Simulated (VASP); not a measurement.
# GaGe3 (Pm-3m) in VASP: a series of runs

Runs on GaGe3. Level: PBE. Tasks: single point.

All numbers are computed with VASP 6.6.1; they aren't measurements. Logs are shortened: lines on timing, memory, paths and dates and some standing lists are left out, and cuts for length are marked.

### Step 1. The cell of the first run

Symmetry: Pm-3m, No. 221, cubic system. Conventional cell: a = 4.278 Å, b = 4.278 Å, c = 4.278 Å, α = 90.00°, β = 90.00°, γ = 90.00°. Ga (site symmetry m-3m) has 12 Ge at 3.03 Å within 4.0 Å. Ge (site symmetry 4/mmm) has 4 Ga at 3.03 Å and 8 Ge at 3.03 Å within 4.0 Å.

### Step 2. Single point, PBE

Input file INCAR:

```
SYSTEM = GaGe3
PREC     = Accurate       ! precision mode
ENCUT    = 520            ! plane-wave cutoff, eV
EDIFF    = 1E-6           ! SCF threshold, eV
ISMEAR   = -1             ! smearing method
SIGMA    = 0.25           ! smearing width, eV
LREAL    = .FALSE.        ! projectors in reciprocal space
LASPH    = .TRUE.         ! aspherical terms in the spheres
NELM     = 60             ! most SCF steps
ALGO     = Normal         ! electronic algorithm
ISIF     = 2              ! what is computed and relaxed
LWAVE    = .FALSE.        ! write WAVECAR
LCHARG   = .TRUE.         ! write CHGCAR
GGA      = PE             ! functional
LELF     = .TRUE.         ! ELF
LVHAR    = .TRUE.       
NBANDS   = 36             ! bands
```

Input file KPOINTS:

```
regular mesh
0
G
  6 6 6
  0 0 0
```

Input file POSCAR:

```
GaGe3
1.0
    4.2784660000      0.0000000000      0.0000000000
    0.0000000000      4.2784660000      0.0000000000
    0.0000000000      0.0000000000      4.2784660000
Ga Ge
1 3
Direct
    0.0000000000      0.0000000000      0.0000000000
    0.0000000000      0.5000000000      0.5000000000
    0.5000000000      0.0000000000      0.5000000000
    0.5000000000      0.5000000000      0.0000000000
```

Potentials or basis: VASP PAW PBE potentials, release 64 (Ga_d, Ge_d).

The run is started by

```console
cat potpaw_PBE.64/Ga_d/POTCAR potpaw_PBE.64/Ge_d/POTCAR > POTCAR
mpirun -np 1 vasp_std > vasp.out
```

OUTCAR:

```text
SYSTEM = GaGe3
   PREC = Accurate
   ENCUT = 520
   EDIFF = 1E-6
   ISMEAR = -1
   LREAL = .FALSE.
   LASPH = .TRUE.
   NELM = 60
   ISIF = 2
   GGA = PE

 ion  position               nearest neighbor table
   1  0.000  0.000  0.000-
   2  0.000  0.500  0.500-
   3  0.500  0.000  0.500-
   4  0.500  0.500  0.000-

  LATTYP: Found a simple cubic cell.
 ALAT       =     4.2784660000

  Lattice vectors:

 A1 = (   4.2784660000,   0.0000000000,   0.0000000000)
 A2 = (   0.0000000000,   4.2784660000,   0.0000000000)
 A3 = (   0.0000000000,   0.0000000000,   4.2784660000)

Analysis of symmetry for initial positions (statically):
=====================================================================
 Subroutine PRICEL returns:
 Original cell was already a primitive cell.

 Routine SETGRP: Setting up the symmetry group for a
 simple cubic supercell.

 Subroutine GETGRP returns: Found 48 space group operations
 (whereof 48 operations were pure point group operations)
 out of a pool of 48 trial point group operations.

The static configuration has the point symmetry O_h .

Analysis of symmetry for dynamics (positions and initial velocities):
=====================================================================
 Subroutine PRICEL returns:
 Original cell was already a primitive cell.

 Routine SETGRP: Setting up the symmetry group for a
 simple cubic supercell.

 Subroutine GETGRP returns: Found 48 space group operations
 (whereof 48 operations were pure point group operations)
 out of a pool of 48 trial point group operations.

The dynamic configuration has the point symmetry O_h .

 Subroutine INISYM returns: Found 48 space group operations
 (whereof 48 operations are pure point group operations),
 and found     1 'primitive' translations

----------------------------------------------------------------------------------------

                                     Primitive cell

  volume of cell :      78.3185

  direct lattice vectors                    reciprocal lattice vectors
     4.278466000  0.000000000  0.000000000     0.233728631  0.000000000  0.000000000
     0.000000000  4.278466000  0.000000000     0.000000000  0.233728631  0.000000000
     0.000000000  0.000000000  4.278466000     0.000000000  0.000000000  0.233728631

  length of vectors
     4.278466000  4.278466000  4.278466000     0.233728631  0.233728631  0.233728631

  position of ions in fractional coordinates (direct lattice)
     0.000000000  0.000000000  0.000000000
     0.000000000  0.500000000  0.500000000
     0.500000000  0.000000000  0.500000000
     0.500000000  0.500000000  0.000000000

  ion indices of the primitive-cell ions
   primitive index   ion index
                 1           1
                 2           2
                 3           3
                 4           4

----------------------------------------------------------------------------------------

 KPOINTS: regular mesh

Automatic generation of k-mesh.
 Grid dimensions read from file:
 generate k-points for:    6    6    6

 Generating k-lattice:

  Cartesian coordinates                     Fractional coordinates (reciprocal lattice)
     0.038954772  0.000000000  0.000000000     0.166666667  0.000000000  0.000000000
     0.000000000  0.038954772  0.000000000     0.000000000  0.166666667  0.000000000
     0.000000000  0.000000000  0.038954772     0.000000000  0.000000000  0.166666667

  Length of vectors
     0.038954772  0.038954772  0.038954772

  Shift w.r.t. Gamma in fractional coordinates (k-lattice)
     0.000000000  0.000000000  0.000000000

 Subroutine IBZKPT returns following result:
 ===========================================

 Found     20 irreducible k-points:

 Following reciprocal coordinates:
            Coordinates               Weight
  0.000000  0.000000  0.000000      1.000000
  0.166667  0.000000  0.000000      6.000000
  0.333333  0.000000  0.000000      6.000000
  0.500000  0.000000  0.000000      3.000000
  0.166667  0.166667  0.000000     12.000000
  0.333333  0.166667  0.000000     24.000000
[... 12 lines left out ...]
  0.500000  0.500000  0.333333      6.000000
  0.500000  0.500000  0.500000      1.000000
   k-points           NKPTS =     20   k-points in BZ     NKDIM =     20   number of bands    NBANDS=     36
   number of dos      NEDOS =    301   number of ions     NIONS =      4
   total plane-waves  NPLWV =  32768
   dimension x,y,z NGX =    32 NGY =   32 NGZ =   32
   dimension x,y,z NGXF=    64 NGYF=   64 NGZF=   64
   ions per type =               1   3
   NGX,Y,Z   is equivalent  to a cutoff of  12.43, 12.43, 12.43 a.u.
   NGXF,Y,Z  is equivalent  to a cutoff of  24.87, 24.87, 24.87 a.u.
 SYSTEM =  GaGe3
   PREC   = accura    normal or accurate (medium, high low for compatibility)
   ISTART =      0    job   : 0-new  1-cont  2-samecut
   ICHARG =      2    charge: 1-file 2-atom 10-const
   ISPIN  =      1    spin polarized calculation?
   LNONCOLLINEAR =      F non collinear calculations
   LSORBIT =      F    spin-orbit coupling
   LASPH  =      T    aspherical Exc in radial PAW
   ENCUT  =  520.0 eV  38.22 Ry    6.18 a.u.   7.96  7.96  7.96*2*pi/ulx,y,z
   NELM   =     60;   NELMIN=  2; NELMDL= -5     # of ELM steps
   EDIFF  = 0.1E-05   stopping-criterion for ELM
   LREAL  =      F    real-space projection
   EDIFFG = 0.1E-04   stopping-criterion for IOM
   NSW    =      0    number of steps for IOM
   IBRION =     -1    ionic relax: 0-MD 1-quasi-New 2-CG
   NFREE  =      0    steps in history (QN), initial steepest desc. (CG)
   ISIF   =      2    stress and relaxation
   ISYM   =      2    0-nonsym 1-usesym 2-fastsym
   POTIM  = 0.5000    time-step for ionic-motion
   TEBEG  =    0.0;   TEEND  =   0.0 temperature during run
   PSTRESS=    0.0 pullay stress
   NELECT =      55.0000    total number of electrons
   NUPDOWN=      -1.0000    fix difference up-down
   EMIN   =  10.00;   EMAX   =-10.00  energy-range for DOS
   EFERMI =   0.00;   METHOD = LEGACY
   ISMEAR =    -1;   SIGMA  =   0.25  broadening in eV -4-tet -1-fermi 0-gaus
   EFERMI_NEDOS =   21; number of points for ismear=-14 and -15
   IALGO  =     38    algorithm
   IMIX   =      4    mixing-type and parameters
     AMIX     =   0.40;   BMIX     =  1.00
     AMIX_MAG =   1.60;   BMIX_MAG =  1.00
  volume/ion in A,a.u.               =      19.58       132.13
  Fermi-wavevector in a.u.,A,eV,Ry     =   1.455150  2.749834 28.809797  2.117460
  Thomas-Fermi vector in A             =   2.572218
   LORBIT       =      0    0 simple, 1 ext, 2 COOP (PROOUT), +10 PAW based schemes
   GGA     = PE    functional components
   LHFCALC =     F    Hartree Fock is set to
   AEXX    =    0.0000 exact exchange contribution
   IVDW    =     0    specifies the selected vdW correction
   LEPSILON=     F    determine dielectric tensor
   LRPA    =     F    only Hartree local field effects (RPA)
 non-spin polarized calculation
  energy-cutoff  :      520.00
  volume of cell :       78.32
 maximum number of plane-waves:      2176
 NGX is ok and might be reduce to    32
   NGX = 15   NGY = 15   NGZ = 15

 number of electron      54.9999920 magnetization

 Free energy of the ion-electron system (eV)
  ---------------------------------------------------
  ext. energy  EPLUGINS =         0.00000000
  ---------------------------------------------------
  free energy    TOTEN  =       -15.63485577 eV

  energy without entropy =      -15.23100668  energy(sigma->0) =      -15.43293123

 E-fermi :   6.1658     XC(G=0): -11.0436

 val. band max:        6.1221813548   @ k =   0.3333   0.0000   0.0000
 cond. band min:       6.1989129662   @ k =   0.5000   0.5000   0.0000
 fundamental gap:      0.0767316114
 Fermi energy:         6.1657877022

 k-point     1 :       0.0000    0.0000    0.0000
  band No.  band energies     occupation
      1     -18.6511      2.00000
      2     -18.6511      2.00000
      3     -18.6511      2.00000
      4     -18.6403      2.00000
      5     -18.6091      2.00000
      6     -18.6091      2.00000
[... 28 lines left out ...]
     35      12.7795      0.00000
     36      13.1508      0.00000

 k-point     2 :       0.1667    0.0000    0.0000
  band No.  band energies     occupation
      1     -18.6499      2.00000
      2     -18.6432      2.00000
      3     -18.6432      2.00000
      4     -18.6352      2.00000
      5     -18.6084      2.00000
      6     -18.6045      2.00000
[... 28 lines left out ...]
     35      13.3555      0.00000
     36      14.2246      0.00000

 k-point     3 :       0.3333    0.0000    0.0000
  band No.  band energies     occupation
      1     -18.6474      2.00000
      2     -18.6226      2.00000
      3     -18.6216      2.00000
      4     -18.6216      2.00000
      5     -18.6067      2.00000
      6     -18.5932      2.00000
[... 28 lines left out ...]
     35      12.9843      0.00000
     36      12.9843      0.00000

 k-point     4 :       0.5000    0.0000    0.0000
  band No.  band energies     occupation
      1     -18.6460      2.00000
      2     -18.6142      2.00000
      3     -18.6045      2.00000
      4     -18.5985      2.00000
      5     -18.5985      2.00000
      6     -18.5862      2.00000
[... 28 lines left out ...]
     35      11.9117      0.00000
     36      11.9117      0.00000

 k-point     5 :       0.1667    0.1667    0.0000
  band No.  band energies     occupation
      1     -18.6441      2.00000
      2     -18.6399      2.00000
      3     -18.6389      2.00000
      4     -18.6291      2.00000
      5     -18.6060      2.00000
      6     -18.6013      2.00000
[... 499 lines left out ...]
 k-point    18 :       0.5000    0.3333    0.3333
  band No.  band energies     occupation
      1     -18.6222      2.00000
      2     -18.6157      2.00000
      3     -18.6157      2.00000
      4     -18.6132      2.00000
      5     -18.6113      2.00000
      6     -18.6111      2.00000
[... 28 lines left out ...]
     35      13.2652      0.00000
     36      13.6370      0.00000

 k-point    19 :       0.5000    0.5000    0.3333
  band No.  band energies     occupation
      1     -18.6183      2.00000
      2     -18.6183      2.00000
      3     -18.6167      2.00000
      4     -18.6161      2.00000
      5     -18.6130      2.00000
      6     -18.6130      2.00000
[... 28 lines left out ...]
     35      14.1594      0.00000
     36      14.1594      0.00000

 k-point    20 :       0.5000    0.5000    0.5000
  band No.  band energies     occupation
      1     -18.6197      2.00000
      2     -18.6197      2.00000
      3     -18.6197      2.00000
      4     -18.6194      2.00000
      5     -18.6162      2.00000
      6     -18.6162      2.00000
[... 28 lines left out ...]
     35      14.6392      0.00000
     36      14.6392      0.00000

------------------------ aborting loop because EDIFF is reached ----------------------------------------

  FORCE on cell =-STRESS in cart. coord.  units (eV):
  Direction    XX          YY          ZZ          XY          YZ          ZX
  --------------------------------------------------------------------------------------
  -------------------------------------------------------------------------------------
  Total       -0.0232362     -0.0232362     -0.0232362     -0.0000000     -0.0000000      0.0000000
  in kB       -0.4753483     -0.4753483     -0.4753483     -0.0000000     -0.0000000      0.0000000
  external PRESSURE =      -0.4753483 kB  Pullay stress =       0.0000000 kB

 VOLUME and BASIS-vectors are now :
 -----------------------------------------------------------------------------
  energy-cutoff  :      520.00
  volume of cell :       78.32
      direct lattice vectors                 reciprocal lattice vectors
     4.278466000  0.000000000  0.000000000     0.233728631  0.000000000  0.000000000
     0.000000000  4.278466000  0.000000000     0.000000000  0.233728631  0.000000000
     0.000000000  0.000000000  4.278466000     0.000000000  0.000000000  0.233728631

 POSITION                                       TOTAL-FORCE (eV/Angst)
 -----------------------------------------------------------------------------------
      0.00000      0.00000      0.00000         0.000000      0.000000      0.000000
      0.00000      2.13923      2.13923         0.000000      0.000000      0.000000
      2.13923      0.00000      2.13923         0.000000      0.000000      0.000000
      2.13923      2.13923      0.00000         0.000000      0.000000      0.000000
 -----------------------------------------------------------------------------------
    total drift:                                0.000000     -0.000000     -0.000000

  FREE ENERGIE OF THE ION-ELECTRON SYSTEM (eV)
  ---------------------------------------------------
  free  energy   TOTEN  =       -15.6348557701 eV

  energy  without entropy=      -15.2310066829  energy(sigma->0) =      -15.43293123
```

Run time: 22 s. Hardware: 1 thread of Intel Xeon Platinum 8488C (Sapphire Rapids), shared host; peak memory 0.2 GiB.

What came out:

| Item | Value |
| --- | --- |
| Free energy | -15.6349 eV |
| Pressure | 0.0 GPa |

### Step 3. Single point, PBE

Input file INCAR:

```
SYSTEM = GaGe3
ALGO     = Normal         ! electronic algorithm
EDIFF    = 1E-6           ! SCF threshold, eV
ENCUT    = 520            ! plane-wave cutoff, eV
GGA      = PE             ! functional
ISIF     = 2              ! what is computed and relaxed
ISMEAR   = -1             ! smearing method
LASPH    = .True.         ! aspherical terms in the spheres
LCHARG   = .False.        ! write CHGCAR
LREAL    = .False.        ! projectors in reciprocal space
LWAVE    = .False.        ! write WAVECAR
NBANDS   = 36             ! bands
NELM     = 80             ! most SCF steps
PREC     = Accurate       ! precision mode
SIGMA    = 0.15           ! smearing width, eV
```

Input file KPOINTS:

```
k-points
0
Gamma
  6 6 6
  0 0 0
```

POSCAR is that of step 2.

Potentials or basis: VASP PAW PBE potentials, release 64 (Ga_d, Ge_d).

The run is started by

```console
cat potpaw_PBE.64/Ga_d/POTCAR potpaw_PBE.64/Ge_d/POTCAR > POTCAR
mpirun -np 1 vasp_std > vasp.out
```

Wall time 21 s (1 thread of Intel Xeon Platinum 8488C (Sapphire Rapids), shared host); peak memory 0.2 GiB.

Results (log left out):

- Free energy: -15.4981 eV
- Pressure: -0.1 GPa

Levels at points of the mesh, in eV from the Fermi level:
```
           k point  band 24  band 25  band 26  band 27  band 28  band 29  band 30  band 31  band 32  band 33
(0.00, 0.00, 0.00)    -3.81    -3.81    -3.81    -3.37     2.57     2.57     2.57     3.50     3.50     3.50
(0.50, 0.00, 0.00)    -3.38    -1.95    -1.95    -1.35    -1.35    -0.07     0.19     4.34     4.52     4.63
(0.50, 0.50, 0.00)    -7.17    -0.76    -0.21    -0.21     0.02     0.20     0.20     0.63     1.56     6.14
(0.50, 0.50, 0.50)    -5.39    -5.25    -4.92    -4.92    -4.92     6.58     6.58     6.64     6.64     6.64
```

[end of part 1 of 2]
